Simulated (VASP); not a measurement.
Write the native input for VASP 6.6.1 that does the following.

* Task: relaxation of the atoms
* Functional: PBEsol
* Potentials or basis: VASP PAW PBE potentials, release 64 (Cd, Se)
* Cutoff: 520 eV
* k mesh: 6 × 6 × 4
* Occupations: gaussian, width 0.01 eV
* Spin: no spin polarisation
* Dipole correction: no
* Further INCAR settings: ALGO = Normal; EDIFF = 1e-06; IBRION = 2; EDIFFG = -0.002; NSW = 50

The structure of CdSe lies in POSCAR:

```
CdSe
1.0
    4.2794780878      0.0000000000      0.0000000000
   -2.1397390439      3.7061367390      0.0000000000
    0.0000000000      0.0000000000      6.9874352506
Cd Se
2 2
Direct
    0.3333333333      0.6666666667      0.0047026406
    0.6666666667      0.3333333333      0.5047026406
    0.3333333333      0.6666666667      0.3802973594
    0.6666666667      0.3333333333      0.8802973594
```

These files were run (other wordings do the same):

INCAR

```
PREC = Accurate
ENCUT = 520
EDIFF = 1E-6
ISMEAR = 0
SIGMA = 0.01
LREAL = False
LASPH = True
NELM = 80
ALGO = Normal
ISIF = 2
LWAVE = False
LCHARG = False
GGA = PS
IBRION = 2
NSW = 50
EDIFFG = -0.002
```

KPOINTS

```
regular mesh
0
Gamma
  6 6 4
```

Potentials or basis: VASP PAW PBE potentials, release 64 (Cd, Se).

The run is started by

```bash
$ cat potpaw_PBE.64/Cd/POTCAR potpaw_PBE.64/Se/POTCAR > POTCAR
$ mpirun -np 1 vasp_std > vasp.out
```

Results of the run:

| Quantity | Value |
| --- | --- |
| Energy gained by relaxing | 0.0 meV/atom |
| Ionic steps | 2 |
| Pressure after relaxing | 1.2 GPa |
| Band gap on the k mesh | 0.57 eV |

Caveat: semilocal functionals underestimate gaps, and a narrow one can read as zero; the PAW data sets were made with another functional, which shifts forces and pressure a little.

Run time: 89 s on 1 thread of Intel Xeon 8259CL (shared host), peak memory 0.25 GiB.
